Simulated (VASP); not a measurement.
## Te2Mo: single point with PBEsol

System: Te2Mo, a slab with vacuum.

```
Mo Te
1.0
     3.49243    0.00000    0.00000
    -1.74621    3.02453    0.00000
     0.00000    0.00000   24.10104
Mo Te
2 4
Direct
  0.66667 0.33333 0.14486
  0.33333 0.66667 0.85514
  0.33333 0.66667 0.21963
  0.66667 0.33333 0.93011
  0.33333 0.66667 0.06989
  0.66667 0.33333 0.78037
```

```
Program                : VASP 6.6.1
Task                   : single point
Functional             : PBEsol
Potentials or basis    : VASP PAW PBE potentials, release 64 (Mo_sv, Te)
Cutoff                 : 520 eV
k mesh                 : 12 × 12 × 2
Occupations            : gaussian, width 0.02 eV
Spin                   : no spin polarisation
Dipole correction      : no
Further INCAR settings : ALGO = Normal; EDIFF = 1e-06; NBANDS = 35
```

```json
{"Largest force": "0.030 eV/Å", "Band gap on the k mesh": "1.02 eV (least direct gap 1.15 eV)"}
```

Forces in eV/Å, atoms in the order of the input:
```
Mo   0.000  0.000  0.001
Mo   0.000  0.000 -0.001
Te   0.000  0.000  0.030
Te   0.000  0.000  0.028
Te   0.000  0.000 -0.028
Te   0.000  0.000 -0.030
```

Levels at points of the mesh, in eV from the valence-band top:
| k point | band 24 | band 25 | band 26 | band 27 | band 28 | band 29 |
| --- | --- | --- | --- | --- | --- | --- |
| (0.00, 0.00, 0.00) | -0.89 | -0.77 | 0.00 | 3.14 | 3.14 | 3.23 |
| (0.50, 0.00, 0.00) | -0.87 | -0.35 | -0.20 | 1.45 | 1.48 | 1.68 |
| (0.00, 0.00, 0.50) | -0.89 | -0.77 | 0.00 | 3.14 | 3.14 | 3.23 |
| (0.50, 0.00, 0.50) | -0.87 | -0.35 | -0.20 | 1.45 | 1.48 | 1.68 |

Wall time 23 min on 1 thread of Intel Xeon 8259CL, on a shared host, peak memory 0.56 GiB.

Caveat: there is no dipole correction, which matters where the two faces differ; the PAW data sets were made with another functional, which shifts forces and pressure a little; spin-orbit coupling is left out, which moves the levels of the heavy elements.
